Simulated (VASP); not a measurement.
# F (C2/c) in VASP: further runs

F is run at these levels: revPBE; tasks: single point.

Program: VASP 6.6.1. These are calculated values, not measurements. Logs are shortened: lines on timing, memory, paths and dates and some standing lists are left out, and cuts for length are marked.

## (1) The cell of the first run

It takes space group C2/c (No. 15, monoclinic). Conventional cell: a = 6.642 Å, b = 3.908 Å, c = 8.896 Å, α = 90.00°, β = 101.75°, γ = 90.00°. F (site symmetry 1) has 1 F at 1.42 Å within 1.9 Å.

## (2) Single point, revPBE

Input file INCAR:

```
PREC     = Accurate       # precision mode
ENCUT    = 520            # plane-wave cutoff, eV
EDIFF    = 1E-6           # SCF threshold, eV
ISMEAR   = -1             # smearing method
SIGMA    = 0.05           # smearing width, eV
LREAL    = False          # projectors in reciprocal space
LASPH    = True           # aspherical terms in the spheres
NELM     = 60             # most SCF steps
ALGO     = Normal         # electronic algorithm
ISIF     = 2              # what is computed and relaxed
LWAVE    = False          # write WAVECAR
LCHARG   = False          # write CHGCAR
GGA      = RE             # functional
NBANDS   = 22             # bands
```

Input file KPOINTS:

```
Automatic mesh
0
Gamma
  6 6 3
```

Input file POSCAR:

```
F
1.0
    3.3209073564     -1.9538080732      0.0080627385
    3.3209073564      1.9538080732      0.0080627385
   -1.8324673986      0.0000000000      8.7056366824
F
4
Direct
    0.0212846922      0.5354135976      0.0814094095
    0.4645864024      0.9787153078      0.4185905905
    0.9787153078      0.4645864024      0.9185905905
    0.5354135976      0.0212846922      0.5814094095
```

Potentials or basis: VASP PAW PBE potentials, release 64 (F).

On the command line:

```console
$ cat potpaw_PBE.64/F/POTCAR > POTCAR
$ mpirun -np 1 vasp_std > vasp.out
```

OUTCAR:

```text
PREC = Accurate
   ENCUT = 520
   EDIFF = 1E-6
   ISMEAR = -1
   LREAL = False
   LASPH = True
   NELM = 60
   ISIF = 2
   GGA = RE

 ion  position               nearest neighbor table
   1  0.021  0.535  0.081-   3 1.42
   2  0.465  0.979  0.419-   4 1.42
   3  0.979  0.465  0.919-   1 1.42
   4  0.535  0.021  0.581-   2 1.42

  LATTYP: Found a base centered monoclinic cell.
 ALAT       =     6.6418342881
 B/A-ratio  =     0.5883338814
 C/A-ratio  =     1.3394502201
 COS(beta)  =    -0.2036019721

  Lattice vectors:

 A1 = (   3.3209073564,  -1.9538080732,   0.0080627385)
 A2 = (   3.3209073564,   1.9538080732,   0.0080627385)
 A3 = (  -1.8324673986,   0.0000000000,   8.7056366824)

Analysis of symmetry for initial positions (statically):
=====================================================================
 Subroutine PRICEL returns:
 Original cell was already a primitive cell.

 Routine SETGRP: Setting up the symmetry group for a
 base centered monoclinic supercell.

 Subroutine GETGRP returns: Found  4 space group operations
 (whereof  2 operations were pure point group operations)
 out of a pool of  4 trial point group operations.

The static configuration has the point symmetry S_2 .
 The point group associated with its full space group is C_2h.

Analysis of symmetry for dynamics (positions and initial velocities):
=====================================================================
 Subroutine PRICEL returns:
 Original cell was already a primitive cell.

 Routine SETGRP: Setting up the symmetry group for a
 base centered monoclinic supercell.

 Subroutine GETGRP returns: Found  4 space group operations
 (whereof  2 operations were pure point group operations)
 out of a pool of  4 trial point group operations.

The dynamic configuration has the point symmetry S_2 .
 The point group associated with its full space group is C_2h.

 Subroutine INISYM returns: Found  4 space group operations
 (whereof  2 operations are pure point group operations),
 and found     1 'primitive' translations

----------------------------------------------------------------------------------------

                                     Primitive cell

  volume of cell :     113.0293

  direct lattice vectors                    reciprocal lattice vectors
[... 83 lines left out ...]
   ISTART =      0    job   : 0-new  1-cont  2-samecut
   ICHARG =      2    charge: 1-file 2-atom 10-const
   ISPIN  =      1    spin polarized calculation?
   LNONCOLLINEAR =      F non collinear calculations
   LSORBIT =      F    spin-orbit coupling
   LASPH  =      T    aspherical Exc in radial PAW
   ENCUT  =  520.0 eV  38.22 Ry    6.18 a.u.   7.16  7.16 16.54*2*pi/ulx,y,z
   NELM   =     60;   NELMIN=  2; NELMDL= -5     # of ELM steps
   EDIFF  = 0.1E-05   stopping-criterion for ELM
   LREAL  =      F    real-space projection
   EDIFFG = 0.1E-04   stopping-criterion for IOM
   NSW    =      0    number of steps for IOM
   IBRION =     -1    ionic relax: 0-MD 1-quasi-New 2-CG
   NFREE  =      0    steps in history (QN), initial steepest desc. (CG)
   ISIF   =      2    stress and relaxation
   ISYM   =      2    0-nonsym 1-usesym 2-fastsym
   POTIM  = 0.5000    time-step for ionic-motion
   TEBEG  =    0.0;   TEEND  =   0.0 temperature during run
   PSTRESS=    0.0 pullay stress
   NELECT =      28.0000    total number of electrons
   NUPDOWN=      -1.0000    fix difference up-down
   EMIN   =  10.00;   EMAX   =-10.00  energy-range for DOS
   EFERMI =   0.00;   METHOD = LEGACY
   ISMEAR =    -1;   SIGMA  =   0.05  broadening in eV -4-tet -1-fermi 0-gaus
   EFERMI_NEDOS =   21; number of points for ismear=-14 and -15
   IALGO  =     38    algorithm
   IMIX   =      4    mixing-type and parameters
     AMIX     =   0.40;   BMIX     =  1.00
     AMIX_MAG =   1.60;   BMIX_MAG =  1.00
  volume/ion in A,a.u.               =      28.26       190.69
  Fermi-wavevector in a.u.,A,eV,Ry     =   1.028167  1.942955 14.383101  1.057128
  Thomas-Fermi vector in A             =   2.162150
   LORBIT       =      0    0 simple, 1 ext, 2 COOP (PROOUT), +10 PAW based schemes
   GGA     = RE    functional components
   LHFCALC =     F    Hartree Fock is set to
   AEXX    =    0.0000 exact exchange contribution
   IVDW    =     0    specifies the selected vdW correction
   LEPSILON=     F    determine dielectric tensor
   LRPA    =     F    only Hartree local field effects (RPA)
 non-spin polarized calculation
  energy-cutoff  :      520.00
  volume of cell :      113.03
 maximum number of plane-waves:      3069
 NGX is ok and might be reduce to    30
   NGX = 15   NGY = 15   NGZ = 33

 number of electron      27.9999982 magnetization

 Free energy of the ion-electron system (eV)
  ---------------------------------------------------
  ext. energy  EPLUGINS =         0.00000000
  ---------------------------------------------------
  free energy    TOTEN  =        -6.84467789 eV

  energy without entropy =       -6.84467789  energy(sigma->0) =       -6.84467789

 E-fermi :  -5.7094     XC(G=0):  -5.2941

 val. band max:       -7.0389039292   @ k =   0.0000   0.0000   0.0000
 cond. band min:      -3.8791925392   @ k =   0.0000   0.0000   0.0000
 fundamental gap:      3.1597113901
 Fermi energy:        -5.7093851514

 k-point     1 :       0.0000    0.0000    0.0000
  band No.  band energies     occupation
      1     -31.6463      2.00000
      2     -31.6392      2.00000
      3     -25.5175      2.00000
      4     -25.4884      2.00000
      5     -13.0728      2.00000
      6     -12.9205      2.00000
[... 589 lines left out ...]
     21       7.8831      0.00000
     22       8.3157      0.00000

 [... further k-points ...]
[... 5 lines left out ...]
  --------------------------------------------------------------------------------------
  -------------------------------------------------------------------------------------
  Total       -0.1631467     -0.1718669      0.7614537      0.0000000      0.0000000      0.0541628
  in kB       -2.3125851     -2.4361931     10.7935180      0.0000000      0.0000000      0.7677510
  external PRESSURE =       2.0149133 kB  Pullay stress =       0.0000000 kB

 VOLUME and BASIS-vectors are now :
 -----------------------------------------------------------------------------
  energy-cutoff  :      520.00
  volume of cell :      113.03
      direct lattice vectors                 reciprocal lattice vectors
     3.320907356 -1.953808073  0.008062738     0.150484357 -0.255910500  0.031675762
     3.320907356  1.953808073  0.008062738     0.150484357  0.255910500  0.031675762
    -1.832467399  0.000000000  8.705636682    -0.000278743  0.000000000  0.114809433

 POSITION                                       TOTAL-FORCE (eV/Angst)
 -----------------------------------------------------------------------------------
      1.69956      1.00451      0.71321         0.018505      0.013323      0.343665
      4.02602      1.00451      3.65573        -0.018505      0.013323     -0.343665
      3.10978     -1.00451      8.00855        -0.018505     -0.013323     -0.343665
      0.78333     -1.00451      5.06603         0.018505     -0.013323      0.343665
 -----------------------------------------------------------------------------------
    total drift:                                0.000000     -0.000000     -0.000000

  FREE ENERGIE OF THE ION-ELECTRON SYSTEM (eV)
  ---------------------------------------------------
  free  energy   TOTEN  =        -6.8446778864 eV

  energy  without entropy=       -6.8446778864  energy(sigma->0) =       -6.84467789
```

OSZICAR:

```text
N       E                     dE             d eps       ncg     rms          rms(c)
DAV:   1     0.225451667151E+03    0.22545E+03   -0.14093E+04  1504   0.109E+03
DAV:   2     0.657023157920E+01   -0.21888E+03   -0.21167E+03  2202   0.278E+02
DAV:   3    -0.833651180863E+01   -0.14907E+02   -0.14828E+02  1744   0.776E+01
DAV:   4    -0.845266982972E+01   -0.11616E+00   -0.11615E+00  1618   0.779E+00
DAV:   5    -0.845355031908E+01   -0.88049E-03   -0.88048E-03  1764   0.644E-01    0.113E+01
DAV:   6    -0.720895602219E+01    0.12446E+01   -0.44363E-01  1508   0.666E+00    0.636E+00
DAV:   7    -0.684615196995E+01    0.36280E+00   -0.59760E-01  1496   0.725E+00    0.679E-01
DAV:   8    -0.684436930159E+01    0.17827E-02   -0.77088E-02  1562   0.190E+00    0.125E-01
DAV:   9    -0.684455267246E+01   -0.18337E-03   -0.86972E-04  1688   0.231E-01    0.673E-02
DAV:  10    -0.684468115641E+01   -0.12848E-03   -0.15097E-04  1568   0.120E-01    0.164E-02
DAV:  11    -0.684467793712E+01    0.32193E-05   -0.18963E-05  1676   0.410E-02    0.551E-03
DAV:  12    -0.684467788644E+01    0.50675E-07   -0.13603E-06  1338   0.997E-03
   1 F= -.68446779E+01 E0= -.68446779E+01  d E =-.909176E-11
```

It took 64 s on 1 thread of Oxide Virtual Turin-like, shared host; peak memory 0.21 GiB.

What came out:

* Free energy: -6.8447 eV
* Pressure: 0.2 GPa
* Largest force: 0.344 eV/Å
* Band gap on the k mesh: 3.16 eV

Forces in eV/Å, atoms in the order of the input:
```
F    0.019  0.013  0.344
F   -0.019  0.013 -0.344
F   -0.019 -0.013 -0.344
F    0.019 -0.013  0.344
```

Caveat: the PAW data sets were made with another functional, which shifts forces and pressure a little. A k mesh can miss the band edges.

## (3) Single point, revPBE (volume scaled by 0.88)

Input file INCAR:

```
SYSTEM = F
PREC = Accurate
ENCUT = 520
EDIFF = 1E-6
ISMEAR = -1
SIGMA = 0.05
LREAL = .FALSE.
LASPH = .TRUE.
NELM = 100
ALGO = Normal
ISIF = 2
LWAVE = .FALSE.
LCHARG = .FALSE.
GGA = RE
NBANDS = 22
```

Input file KPOINTS:

```
regular mesh
0
G
  8 8 3
  0 0 0
```

Input file POSCAR:

```
F
1.0
    3.1823722902     -1.8723029598      0.0077263931
    3.1823722902      1.8723029598      0.0077263931
   -1.7560241362      0.0000000000      8.3424720937
F
4
Direct
    0.0212846922      0.5354135976      0.0814094095
    0.4645864024      0.9787153078      0.4185905905
    0.9787153078      0.4645864024      0.9185905905
    0.5354135976      0.0212846922      0.5814094095
```

Potentials or basis: VASP PAW PBE potentials, release 64 (F).

On the command line:

```console
$ cat potpaw_PBE.64/F/POTCAR > POTCAR
$ mpirun -np 1 vasp_std > vasp.out
```

Wall time 1.9 min (1 thread of Oxide Virtual Turin-like, shared host); peak memory 0.21 GiB.

The run converged. Its results:

```
Free energy            : -6.6559 eV
Pressure               : 4.0 GPa
Largest force          : 2.875 eV/Å
Band gap on the k mesh : 3.80 eV
```

Forces in eV/Å, atoms in the order of the input:
```
F    0.158  0.112  2.868
F   -0.158  0.112 -2.868
F   -0.158 -0.112 -2.868
F    0.158 -0.112  2.868
```

Stress tensor (GPa, compression positive):
```
-0.13  0.00  0.69
 0.00 -0.16  0.00
 0.69  0.00 12.29
```

Levels at points of the mesh, in eV from the valence-band top:
```csv
k point,band 12,band 13,band 14,band 15,band 16,band 17
"(0.00, 0.00, 0.00)",-0.04,0.00,0.00,3.80,4.43,8.10
"(0.50, 0.00, 0.00)",-0.22,-0.06,-0.06,4.22,4.22,11.68
"(0.50, 0.50, 0.00)",-0.18,-0.12,-0.03,4.13,4.30,11.70
```

Caveat: the PAW data sets were made with another functional, which shifts forces and pressure a little.

## (4) Single point, revPBE (volume scaled by 1.12)

Input file INCAR:

```
SYSTEM = F
PREC = Accurate
ENCUT = 520
EDIFF = 1E-7
ISMEAR = -1
SIGMA = 0.05
LREAL = .False.
LASPH = .True.
NELM = 60
ALGO = Normal
ISIF = 2
LWAVE = .False.
LCHARG = .False.
GGA = RE
NBANDS = 22
```

Input file KPOINTS:

```
Automatic mesh
0
Gamma
  8 8 3
  0 0 0
```

Input file POSCAR:

```
F
1.0
    3.4487583722     -2.0290273793      0.0083731445
    3.4487583722      2.0290273793      0.0083731445
   -1.9030152318      0.0000000000      9.0407934252
F
4
Direct
    0.0212846922      0.5354135976      0.0814094095
    0.4645864024      0.9787153078      0.4185905905
    0.9787153078      0.4645864024      0.9185905905
    0.5354135976      0.0212846922      0.5814094095
```

On the command line:

```console
$ cat potpaw_PBE.64/F/POTCAR > POTCAR
$ mpirun -np 1 vasp_std > vasp.out
```

Wall time 3.2 min (1 thread of Oxide Virtual Turin-like, shared host); peak memory 0.25 GiB.

It converged, with:

```yaml
Free_energy: -6.7880 eV
Pressure: -1.9 GPa
Largest_force: 1.304 eV/Å
Band_gap_on_the_k_mesh: 2.64 eV
```

Forces in eV/Å, atoms in the order of the input:
```
F   -0.073 -0.050 -1.301
F    0.073 -0.050  1.301
F    0.073  0.050  1.301
F   -0.073  0.050 -1.301
```

Stress tensor (GPa, compression positive):
```
-0.26  0.00 -0.27
 0.00 -0.26  0.00
-0.27  0.00 -5.15
```

Levels at points of the mesh, in eV from the valence-band top:
| k point | band 12 | band 13 | band 14 | band 15 | band 16 | band 17 |
| --- | --- | --- | --- | --- | --- | --- |
| (0.00, 0.00, 0.00) | -0.02 | 0.00 | 0.00 | 2.64 | 2.96 | 8.23 |
| (0.50, 0.00, 0.00) | -0.12 | -0.04 | -0.03 | 2.85 | 2.85 | 11.36 |
| (0.50, 0.50, 0.00) | -0.10 | -0.07 | -0.02 | 2.80 | 2.89 | 11.37 |

Caveat: the PAW data sets were made with another functional, which shifts forces and pressure a little.

## (5) Single point, revPBE

Input file INCAR:

```
  PREC = Accurate
  ENCUT = 520
  EDIFF = 1E-6
  ISMEAR = -1
  SIGMA = 0.05
  LREAL = False
  LASPH = True
  NELM = 80
  ALGO = Normal
  ISIF = 2
  LWAVE = False
  LCHARG = False
  GGA = RE
  NBANDS = 22
```

Input file KPOINTS:

```
Automatic mesh
0
Gamma
  9 9 4
```

Input file POSCAR:

```
F
1.0
    3.3209073564     -1.9538080732      0.0080627385
    3.3209073564      1.9538080732      0.0080627385
   -1.8324673986      0.0000000000      8.7056366824
F
4
Direct
    0.0212846922      0.5354135976      0.0814094095
    0.4645864024      0.9787153078      0.4185905905
    0.9787153078      0.4645864024      0.9185905905
    0.5354135976      0.0212846922      0.5814094095
```

On the command line:

```console
$ cat potpaw_PBE.64/F/POTCAR > POTCAR
$ mpirun -np 1 vasp_std > vasp.out
```

Run time: 3.9 min. Hardware: 1 thread of Oxide Virtual Turin-like, shared host; peak memory 0.29 GiB.

Results (log left out):

```yaml
Free_energy: -6.8448 eV
Pressure: 0.2 GPa
Largest_force: 0.344 eV/Å
Band_gap_on_the_k_mesh: 3.16 eV
```

Forces on the atoms (eV/Å):
```
F    0.018  0.013  0.344
F   -0.018  0.013 -0.344
F   -0.018 -0.013 -0.344
F    0.018 -0.013  0.344
```

Stress tensor (GPa, compression positive):
```
-0.23  0.00  0.08
 0.00 -0.24  0.00
 0.08  0.00  1.08
```

Levels at points of the mesh, in eV from the valence-band top:
```
           k point  band 12  band 13  band 14  band 15  band 16  band 17
(0.00, 0.00, 0.00)    -0.03     0.00     0.00     3.16     3.60     8.16
(0.00, 0.00, 0.50)    -0.02    -0.02    -0.02     3.37     3.37     8.73
```

Caveat: the PAW data sets were made with another functional, which shifts forces and pressure a little. Expect the measured gap to be larger: semilocal functionals such as revPBE lack the derivative discontinuity.

## (6) The runs side by side

```csv
cell,k mesh,gap on the mesh (eV),pressure (GPa),largest force (eV/Å)
"a = 3.853, b = 3.853, c = 8.896 Å, angles 100.1, 100.1, 60.9°, 4 atoms",6 × 6 × 3,3.16,0.2,0.34
"a = 3.692, b = 3.692, c = 8.525 Å, angles 100.1, 100.1, 60.9°, 4 atoms",8 × 8 × 3,3.80,4.0,2.87
"a = 4.001, b = 4.001, c = 9.239 Å, angles 100.1, 100.1, 60.9°, 4 atoms",8 × 8 × 3,2.64,-1.9,1.30
"a = 3.853, b = 3.853, c = 8.896 Å, angles 100.1, 100.1, 60.9°, 4 atoms",9 × 9 × 4,3.16,0.2,0.34
```

Alike in all rows: task single point; level revPBE; potentials or basis VASP PAW PBE potentials, release 64 (F); no spin polarisation; cutoff (eV) 520; smearing fermi-dirac 0.05 eV.

Caveats: the PAW data sets were made with another functional, which shifts forces and pressure a little.

Absolute energies hang on the potentials; compare differences alone.
